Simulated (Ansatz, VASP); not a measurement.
## Two plane-wave programs on InP

```xyz
2
Lattice="0.0000 2.9520 2.9520 2.9520 0.0000 2.9520 2.9520 2.9520 0.0000" Properties=species:S:1:pos:R:3 pbc="T T T"
In    0.0000    0.0000    0.0000
P     4.4280    4.4280    4.4280
```

Alike in both runs: task single point; functional LDA; k mesh 6 × 6 × 6; occupations gaussian, width 0.1 eV; no spin polarisation.

|  | VASP | Ansatz |
| --- | --- | --- |
| version | VASP 6.6.1 | Ansatz 0.2.0 |
| potentials or method | VASP PAW LDA potentials, release 64 (In_d, P), cutoff 520 eV | scalar-relativistic, plane waves, PAW |
| valence electrons in the cell | 18 | 18 |

```csv
,VASP,Ansatz,Ansatz less VASP
gap on the k mesh at the Fermi level (eV),0.39,0.36,-0.031
least direct gap on the mesh (eV),0.39,0.36,-0.031
pressure (GPa),-2.6,-2.6,-0.01
```

Ansatz warns that its potentials were made for another functional, while VASP's fit it. LDA's correlation is that of Perdew and Zunger in VASP and of Perdew and Wang (1992) in Ansatz.
